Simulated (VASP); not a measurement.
Here is a VASP 6.6.1 calculation.

INCAR

```
PREC     = Accurate       # precision mode
ENCUT    = 520            # plane-wave cutoff, eV
EDIFF    = 1E-7           # SCF threshold, eV
ISMEAR   = 0              # smearing method
SIGMA    = 0.15           # smearing width, eV
LREAL    = False          # projectors in reciprocal space
LASPH    = True           # aspherical terms in the spheres
NELM     = 100            # most SCF steps
ALGO     = Fast           # electronic algorithm
ISIF     = 2              # what is computed and relaxed
LWAVE    = False          # write WAVECAR
LCHARG   = False          # write CHGCAR
GGA      = PE             # functional
NBANDS   = 13             # bands
```

KPOINTS

```
regular mesh
0
Gamma
  22 22 22
```

POSCAR

```
Mo
1.0
   -1.5710000000      1.6416950000      1.5710000000
    1.5710000000     -1.6416950000      1.5710000000
    1.5710000000      1.6416950000     -1.5710000000
Mo
1
Direct
    0.0000000000      0.0000000000      0.0000000000
```

Potentials or basis: VASP PAW PBE potentials, release 64 (Mo_sv).

Run with:

```sh
$ cat potpaw_PBE.64/Mo_sv/POTCAR > POTCAR
$ mpirun -np 1 vasp_std > vasp.out
```

Problem. Estimate the band gap on the k mesh.

Solution. Zero (bands 7 and 8 overlap by 4.73 eV).

Problem. Estimate the pressure.

Solution. -5.7 GPa.

Stress tensor (GPa, compression positive):
```
 -1.75   0.00   0.00
  0.00 -13.60   0.00
  0.00   0.00  -1.75
```

Caveat: the cell differs from its parent crystal (strain +0.0450 x Voigt [0, 1, 0, 0, 0, 0]); the cell stands under tension.
